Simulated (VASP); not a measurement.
# Co (Fm-3m) in VASP: a series of runs

The runs below take Co through single point, with HSE06.

All numbers are computed with VASP 6.6.1; they aren't measurements. Logs are shortened: lines on timing, memory, paths and dates and some standing lists are left out, and cuts for length are marked.

## Step 1: The cell of the first run

Symmetry: Fm-3m, No. 225, cubic system. Conventional cell: a = 3.392 Å, b = 3.392 Å, c = 3.392 Å, α = 90.00°, β = 90.00°, γ = 90.00°. Co (site symmetry m-3m) has 12 Co at 2.40 Å within 3.2 Å.

This isn't the form of Co at room conditions, which is hcp.

## Step 2: Single point, HSE06

File POSCAR:

```
Co
1.0
    0.0000000000      1.6957570625      1.6957570625
    1.6957570625      0.0000000000      1.6957570625
    1.6957570625      1.6957570625      0.0000000000
Co
1
Direct
    0.0000000000      0.0000000000      0.0000000000
```

File INCAR.step1:

```
SYSTEM = Co
PREC = Accurate
ENCUT = 520
EDIFF = 1E-5
ISMEAR = -1
SIGMA = 0.1
LREAL = .FALSE.
LASPH = .TRUE.
NELM = 60
ALGO = Normal
ISIF = 2
LWAVE = .TRUE.
LCHARG = .FALSE.
GGA = PE
NBANDS = 10
```

File INCAR.step2:

```
SYSTEM = Co
PREC = Accurate
ENCUT = 520
EDIFF = 1E-6
ISMEAR = -1
SIGMA = 0.1
LREAL = .FALSE.
LASPH = .TRUE.
NELM = 60
ALGO = Normal
ISIF = 2
LWAVE = .FALSE.
LCHARG = .FALSE.
GGA = PE
LHFCALC = .TRUE.
HFSCREEN = 0.2079
PRECFOCK = Normal
ISTART = 1
NBANDS = 10
```

File KPOINTS:

```
regular mesh
0
G
  6 6 6
  0 0 0
```

Potentials or basis: VASP PAW PBE potentials, release 64 (Co).

Launch:

```
$ cat potpaw_PBE.64/Co/POTCAR > POTCAR
$ cp INCAR.step1 INCAR
$ mpirun -np 1 vasp_std > vasp.out
$ cp INCAR.step2 INCAR
$ mpirun -np 1 vasp_std > vasp.out
```

OUTCAR:

```text
SYSTEM = Co
   PREC = Accurate
   ENCUT = 520
   EDIFF = 1E-6
   ISMEAR = -1
   LREAL = .FALSE.
   LASPH = .TRUE.
   NELM = 60
   ISIF = 2
   GGA = PE
   LHFCALC = .TRUE.
   HFSCREEN = 0.2079
   PRECFOCK = Normal
   ISTART = 1

 ion  position               nearest neighbor table
   1  0.000  0.000  0.000-

  LATTYP: Found a face centered cubic cell.
 ALAT       =     3.3915141250

  Lattice vectors:

 A1 = (   0.0000000000,   1.6957570625,   1.6957570625)
 A2 = (   1.6957570625,   0.0000000000,   1.6957570625)
 A3 = (   1.6957570625,   1.6957570625,   0.0000000000)

Analysis of symmetry for initial positions (statically):
=====================================================================
 Subroutine PRICEL returns:
 Original cell was already a primitive cell.

 Routine SETGRP: Setting up the symmetry group for a
 face centered cubic supercell.

 Subroutine GETGRP returns: Found 48 space group operations
 (whereof 48 operations were pure point group operations)
 out of a pool of 48 trial point group operations.

The static configuration has the point symmetry O_h .

Analysis of symmetry for dynamics (positions and initial velocities):
=====================================================================
 Subroutine PRICEL returns:
 Original cell was already a primitive cell.

 Routine SETGRP: Setting up the symmetry group for a
 face centered cubic supercell.

 Subroutine GETGRP returns: Found 48 space group operations
 (whereof 48 operations were pure point group operations)
 out of a pool of 48 trial point group operations.

The dynamic configuration has the point symmetry O_h .

 Subroutine INISYM returns: Found 48 space group operations
 (whereof 48 operations are pure point group operations),
 and found     1 'primitive' translations

----------------------------------------------------------------------------------------

                                     Primitive cell

  volume of cell :       9.7526

  direct lattice vectors                    reciprocal lattice vectors
     0.000000000  1.695757063  1.695757063    -0.294853556  0.294853556  0.294853556
     1.695757063  0.000000000  1.695757063     0.294853556 -0.294853556  0.294853556
     1.695757063  1.695757063  0.000000000     0.294853556  0.294853556 -0.294853556

  length of vectors
     2.398162636  2.398162636  2.398162636     0.510701340  0.510701340  0.510701340

  position of ions in fractional coordinates (direct lattice)
     0.000000000  0.000000000  0.000000000

  ion indices of the primitive-cell ions
   primitive index   ion index
                 1           1

----------------------------------------------------------------------------------------

 KPOINTS: regular mesh

Automatic generation of k-mesh.
 Grid dimensions read from file:
 generate k-points for:    6    6    6

 Generating k-lattice:

  Cartesian coordinates                     Fractional coordinates (reciprocal lattice)
    -0.049142259  0.049142259  0.049142259     0.166666667  0.000000000  0.000000000
     0.049142259 -0.049142259  0.049142259     0.000000000  0.166666667  0.000000000
     0.049142259  0.049142259 -0.049142259     0.000000000  0.000000000  0.166666667

  Length of vectors
     0.085116890  0.085116890  0.085116890

  Shift w.r.t. Gamma in fractional coordinates (k-lattice)
     0.000000000  0.000000000  0.000000000

 Subroutine IBZKPT returns following result:
 ===========================================

 Found     16 irreducible k-points:

 Following reciprocal coordinates:
            Coordinates               Weight
  0.000000  0.000000  0.000000      1.000000
  0.166667  0.000000  0.000000      8.000000
  0.333333  0.000000  0.000000      8.000000
  0.500000  0.000000  0.000000      4.000000
  0.166667  0.166667  0.000000      6.000000
  0.333333  0.166667  0.000000     24.000000
[... 8 lines left out ...]
 -0.333333  0.333333  0.166667     24.000000
 -0.333333  0.500000  0.166667     12.000000
   k-points           NKPTS =     16   k-points in BZ     NKDIM =    216   number of bands    NBANDS=     10
   number of dos      NEDOS =    301   number of ions     NIONS =      1
   total plane-waves  NPLWV =   5832
   dimension x,y,z NGX =    18 NGY =   18 NGZ =   18
   dimension x,y,z NGXF=    36 NGYF=   36 NGZF=   36
   ions per type =               1
   NGX,Y,Z   is equivalent  to a cutoff of  12.48, 12.48, 12.48 a.u.
   NGXF,Y,Z  is equivalent  to a cutoff of  24.96, 24.96, 24.96 a.u.
 SYSTEM =  Co
   PREC   = accura    normal or accurate (medium, high low for compatibility)
   ISTART =      1    job   : 0-new  1-cont  2-samecut
   ICHARG =      0    charge: 1-file 2-atom 10-const
   ISPIN  =      1    spin polarized calculation?
   LNONCOLLINEAR =      F non collinear calculations
   LSORBIT =      F    spin-orbit coupling
   LASPH  =      T    aspherical Exc in radial PAW
   ENCUT  =  520.0 eV  38.22 Ry    6.18 a.u.   4.46  4.46  4.46*2*pi/ulx,y,z
   NELM   =     60;   NELMIN=  2; NELMDL=  0     # of ELM steps
   EDIFF  = 0.1E-05   stopping-criterion for ELM
   LREAL  =      F    real-space projection
   EDIFFG = 0.1E-04   stopping-criterion for IOM
   NSW    =      0    number of steps for IOM
   IBRION =     -1    ionic relax: 0-MD 1-quasi-New 2-CG
   NFREE  =      0    steps in history (QN), initial steepest desc. (CG)
   ISIF   =      2    stress and relaxation
   ISYM   =      3    0-nonsym 1-usesym 2-fastsym
   POTIM  = 0.5000    time-step for ionic-motion
   TEBEG  =    0.0;   TEEND  =   0.0 temperature during run
   PSTRESS=    0.0 pullay stress
   NELECT =       9.0000    total number of electrons
   NUPDOWN=      -1.0000    fix difference up-down
   EMIN   =  10.00;   EMAX   =-10.00  energy-range for DOS
   EFERMI =   0.00;   METHOD = LEGACY
   ISMEAR =    -1;   SIGMA  =   0.10  broadening in eV -4-tet -1-fermi 0-gaus
   EFERMI_NEDOS =   21; number of points for ismear=-14 and -15
   IALGO  =     38    algorithm
   IMIX   =      1    mixing-type and parameters
     AMIX     =   0.40;   BMIX     =  1.00
     AMIX_MAG =   1.60;   BMIX_MAG =  1.00
  volume/ion in A,a.u.               =       9.75        65.81
  Fermi-wavevector in a.u.,A,eV,Ry     =   1.593855  3.011948 34.563866  2.540372
  Thomas-Fermi vector in A             =   2.692020
   LORBIT       =      0    0 simple, 1 ext, 2 COOP (PROOUT), +10 PAW based schemes
   GGA     = PE    functional components
   LHFCALC =     T    Hartree Fock is set to
   PRECFOCK=normal    Normal, Fast or Accurate (Low or Medium for compatibility)
   ENCUT4O =  -1.0   cutoff for four orbital integrals eV
   NKREDX  =     1    reduce k-point grid by
   NKREDY  =     1    reduce k-point grid by
   NKREDZ  =     1    reduce k-point grid by
   AEXX    =    0.2500 exact exchange contribution
   HFSCREEN=    0.2079 screening length (either q_TF or 0.3 A-1)
   HFSCREENC=   0.2079 screening length for correlation (either q_TF or 0.3 A-1)
   ENCUTFOCK=  -1.0 apply spherical cutoff to Coloumb kernel
   IVDW    =     0    specifies the selected vdW correction
   LEPSILON=     F    determine dielectric tensor
   LRPA    =     F    only Hartree local field effects (RPA)
 non-spin polarized calculation
  energy-cutoff  :      520.00
  volume of cell :        9.75
 maximum number of plane-waves:       274
 NGX is ok and might be reduce to    18
  NGX = 14; NGY = 14; NGZ = 14

 number of electron       9.0000008 magnetization

 Free energy of the ion-electron system (eV)
  ---------------------------------------------------
  ext. energy  EPLUGINS =         0.00000000
  ---------------------------------------------------
  free energy    TOTEN  =        -7.96732958 eV

  energy without entropy =       -7.90498913  energy(sigma->0) =       -7.93615936

 E-fermi :  11.1592     XC(G=0): -11.3894

 val. band max:       11.1436545453   @ k =   0.3333   0.1667   0.0000
 cond. band min:      11.1750687048   @ k =  -0.1667   0.1667   0.0000
 fundamental gap:      0.0314141595
 Fermi energy:        11.1592199079

 k-point     1 :       0.0000    0.0000    0.0000
  band No.  band energies     occupation
      1       0.9054      2.00000
      2       8.7650      2.00000
      3       8.7650      2.00000
      4       8.7650      2.00000
      5       9.3238      2.00000
      6       9.3238      2.00000
      7      36.7566      0.00000
      8      42.4848      0.00000
      9      42.4848      0.00000
     10      42.4848      0.00000

 k-point     2 :       0.1667    0.0000    0.0000
  band No.  band energies     occupation
      1       2.1983      2.00000
      2       8.4294      2.00000
      3       8.8267      2.00000
      4       8.8267      2.00000
      5       9.5780      2.00000
      6       9.5780      2.00000
      7      33.4650      0.00000
      8      38.0532      0.00000
      9      41.6766      0.00000
     10      41.6766      0.00000

 k-point     3 :       0.3333    0.0000    0.0000
  band No.  band energies     occupation
      1       4.7557      2.00000
      2       8.2875      2.00000
      3       8.2875      2.00000
      4       8.9009      2.00000
      5      10.9220      1.82941
      6      10.9220      1.82939
      7      25.2739      0.00000
      8      36.3149      0.00000
      9      40.8190      0.00000
     10      40.8190      0.00000

 k-point     4 :       0.5000    0.0000    0.0000
  band No.  band energies     occupation
      1       5.3156      2.00000
      2       8.0088      2.00000
      3       8.0088      2.00000
      4      11.3566      0.24404
      5      11.7332      0.00641
      6      11.7332      0.00641
      7      20.4502      0.00000
      8      35.3087      0.00000
      9      40.4064      0.00000
     10      40.4064      0.00000
[... 118 lines left out ...]
 k-point    14 :       0.5000    0.3333    0.1667
  band No.  band energies     occupation
      1       5.9337      2.00000
      2       7.2269      2.00000
      3       8.0072      2.00000
      4       9.5073      2.00000
      5      11.4112      0.14893
      6      14.2598      0.00000
      7      26.7676      0.00000
      8      27.7319      0.00000
      9      31.8518      0.00000
     10      41.8128      0.00000

 k-point    15 :      -0.3333    0.3333    0.1667
  band No.  band energies     occupation
      1       6.2619      2.00000
      2       7.1416      2.00000
      3       8.2467      2.00000
      4       9.1812      2.00000
      5      12.0889      0.00018
      6      18.4163      0.00000
      7      20.9755      0.00000
      8      27.8401      0.00000
      9      29.3231      0.00000
     10      42.3527      0.00000

 k-point    16 :      -0.3333    0.5000    0.1667
  band No.  band energies     occupation
      1       5.4465      2.00000
      2       6.8091      2.00000
      3       9.3013      2.00000
      4       9.6512      2.00000
      5      12.5869      0.00000
      6      19.0073      0.00000
      7      23.8802      0.00000
      8      24.7076      0.00000
      9      26.7669      0.00000
     10      40.8788      0.00000

------------------------ aborting loop because EDIFF is reached ----------------------------------------

  FORCE on cell =-STRESS in cart. coord.  units (eV):
  Direction    XX          YY          ZZ          XY          YZ          ZX
  --------------------------------------------------------------------------------------
  -------------------------------------------------------------------------------------
  Total        0.4514002      0.4514002      0.4514002      0.0000000     -0.0000000      0.0000000
  in kB       74.1568829     74.1568829     74.1568829      0.0000000     -0.0000000      0.0000000
  external PRESSURE =      74.1568829 kB  Pullay stress =       0.0000000 kB

 VOLUME and BASIS-vectors are now :
 -----------------------------------------------------------------------------
  energy-cutoff  :      520.00
  volume of cell :        9.75
      direct lattice vectors                 reciprocal lattice vectors
     0.000000000  1.695757063  1.695757063    -0.294853556  0.294853556  0.294853556
     1.695757063  0.000000000  1.695757063     0.294853556 -0.294853556  0.294853556
     1.695757063  1.695757063  0.000000000     0.294853556  0.294853556 -0.294853556

 POSITION                                       TOTAL-FORCE (eV/Angst)
 -----------------------------------------------------------------------------------
      0.00000      0.00000      0.00000         0.000000      0.000000      0.000000
 -----------------------------------------------------------------------------------
    total drift:                                0.000000      0.000000      0.000000

  FREE ENERGIE OF THE ION-ELECTRON SYSTEM (eV)
  ---------------------------------------------------
  free  energy   TOTEN  =        -7.9673295815 eV

  energy  without entropy=       -7.9049891330  energy(sigma->0) =       -7.93615936
```

Wall time 8.7 min (1 thread of Intel Xeon 8259CL, shared host); peak memory 0.22 GiB.

Results:

```yaml
Free_energy: -7.9673 eV
Pressure: 7.4 GPa
Band_gap_on_the_k_mesh: zero (an odd number of electrons rules out a gap without spin polarisation)
```

Levels at points of the mesh, in eV from the Fermi level:
| k point | band 1 | band 2 | band 3 | band 4 | band 5 | band 6 | band 7 | band 8 |
| --- | --- | --- | --- | --- | --- | --- | --- | --- |
| (0.00, 0.00, 0.00) | -10.25 | -2.39 | -2.39 | -2.39 | -1.84 | -1.84 | 25.60 | 31.33 |
| (0.50, 0.00, 0.00) | -5.84 | -3.15 | -3.15 | 0.20 | 0.57 | 0.57 | 9.29 | 24.15 |
| (0.50, 0.50, 0.00) | -6.53 | -5.16 | -0.73 | 1.39 | 1.39 | 3.59 | 12.65 | 17.93 |

Caveat: the k points lie up to 0.53 Å⁻¹ apart, too coarse for converged energies and pressures of a metal; the PAW data sets were made with another functional, which shifts forces and pressure a little; the run has no spin polarisation, though such a crystal can be magnetic. Spin polarisation is off, so any magnetic state and its effect on volume and gap are missing.

## Step 3: Single point, HSE06

POSCAR is that of step 2.

File INCAR.step1:

```
ALGO     = Normal         # electronic algorithm
EDIFF    = 1E-5           # SCF threshold, eV
ENCUT    = 520            # plane-wave cutoff, eV
GGA      = PE             # functional
ISIF     = 2              # what is computed and relaxed
ISMEAR   = -1             # smearing method
LASPH    = True           # aspherical terms in the spheres
LCHARG   = False          # write CHGCAR
LREAL    = False          # projectors in reciprocal space
LWAVE    = True           # write WAVECAR
NBANDS   = 10             # bands
NELM     = 60             # most SCF steps
PREC     = Accurate       # precision mode
SIGMA    = 0.1            # smearing width, eV
```

File INCAR.step2:

```
ALGO     = Normal         # electronic algorithm
EDIFF    = 1E-6           # SCF threshold, eV
ENCUT    = 520            # plane-wave cutoff, eV
GGA      = PE             # functional
HFSCREEN = 0.2079         # screening, 1/A
ISIF     = 2              # what is computed and relaxed
ISMEAR   = -1             # smearing method
ISTART   = 1            
LASPH    = True           # aspherical terms in the spheres
LCHARG   = False          # write CHGCAR
LHFCALC  = True           # exact exchange
LREAL    = False          # projectors in reciprocal space
LWAVE    = False          # write WAVECAR
NBANDS   = 10             # bands
NELM     = 60             # most SCF steps
PREC     = Accurate       # precision mode
PRECFOCK = Normal       
SIGMA    = 0.1            # smearing width, eV
```

File KPOINTS:

```
k-points
0
Gamma
  6 6 6
```

Potentials or basis: VASP PAW PBE potentials, release 64 (Co).

Launch:

```
$ cat potpaw_PBE.64/Co/POTCAR > POTCAR
$ cp INCAR.step1 INCAR
$ mpirun -np 1 vasp_std > vasp.out
$ cp INCAR.step2 INCAR
$ mpirun -np 1 vasp_std > vasp.out
```

Wall time 8.6 min (1 thread of Intel Xeon 8259CL, shared host); peak memory 0.22 GiB.

Results (log left out):

```
Free energy            : -7.9673 eV
Pressure               : 7.4 GPa
Band gap on the k mesh : zero (an odd number of electrons rules out a gap without spin polarisation)
```

Levels at points of the mesh, in eV from the Fermi level:
| k point | band 1 | band 2 | band 3 | band 4 | band 5 | band 6 | band 7 | band 8 | band 9 |
| --- | --- | --- | --- | --- | --- | --- | --- | --- | --- |
| (0.00, 0.00, 0.00) | -10.25 | -2.39 | -2.39 | -2.39 | -1.84 | -1.84 | 25.60 | 31.33 | 31.33 |
| (0.50, 0.00, 0.00) | -5.84 | -3.15 | -3.15 | 0.20 | 0.57 | 0.57 | 9.29 | 24.15 | 29.25 |
| (0.50, 0.50, 0.00) | -6.53 | -5.16 | -0.73 | 1.39 | 1.39 | 3.59 | 12.65 | 17.93 | 17.93 |

Caveat: the k points lie up to 0.53 Å⁻¹ apart, too coarse for converged energies and pressures of a metal; the PAW data sets were made with another functional, which shifts forces and pressure a little; the run has no spin polarisation, though such a crystal can be magnetic.

[end of part 1 of 2]
